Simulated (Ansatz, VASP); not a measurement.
BAs in VASP and in Ansatz

File INCAR:

```
ALGO = Normal ; EDIFF = 1E-6
ENCUT = 500 ; GGA = PE
GGA_COMPAT = F ; ISIF = 2
ISMEAR = 0 ; LASPH = T
LCHARG = F ; LREAL = F
LWAVE = F ; NBANDS = 11
NELM = 120 ; PREC = Accurate
SIGMA = 0.05
```

The input KPOINTS:

```
k-points
0
Gamma
  10 10 10
```

The input POSCAR:

```
BAs
1.0
    0.0000000000      2.4044111632      2.4044111632
    2.4044111632      0.0000000000      2.4044111632
    2.4044111632      2.4044111632      0.0000000000
B As
1 1
Direct
    0.0000000000      0.0000000000      0.0000000000
    0.7500000000      0.7500000000      0.7500000000
```

Input for Ansatz:

```yaml
crystal:
  lattice:
    - [0.0, 2.4044111632, 2.4044111632]
    - [2.4044111632, 0.0, 2.4044111632]
    - [2.4044111632, 2.4044111632, 0.0]
  atoms:
    - { symbol: B, position: [0.0, 0.0, 0.0] }
    - { symbol: As, position: [0.75, 0.75, 0.75] }
basis:
  ecutwfc: 420
kpoints:
  mp_grid: { grid: [10, 10, 10] }
hamiltonian:
  xc: pbe
scf:
  occupations: { method: gaussian, width: 0.05 }
output:
  forces: true
  stress: true
  eigenvalues: true
```

Alike in both runs: task single point; functional PBE; k mesh 10 × 10 × 10; occupations gaussian, width 0.05 eV; no spin polarisation.

|  | VASP | Ansatz |
| --- | --- | --- |
| version | VASP 6.6.1 | Ansatz 0.2.0 |
| potentials or method | VASP PAW PBE potentials, release 64 (B, As), cutoff 500 eV | scalar-relativistic, plane waves, PAW |
| valence electrons in the cell | 8 | 18 |

```csv
,VASP,Ansatz,Ansatz less VASP
gap on the k mesh at the Fermi level (eV),1.20,1.20,+0.008
least direct gap on the mesh (eV),3.25,3.26,+0.004
pressure (GPa),0.6,0.0,-0.60
```

With one functional, cell and mesh, what is left measures potentials, basis and numerics. VASP's potentials hold 8 valence electrons a cell and Ansatz's 18, so a difference there can come from the potentials and not from the codes.
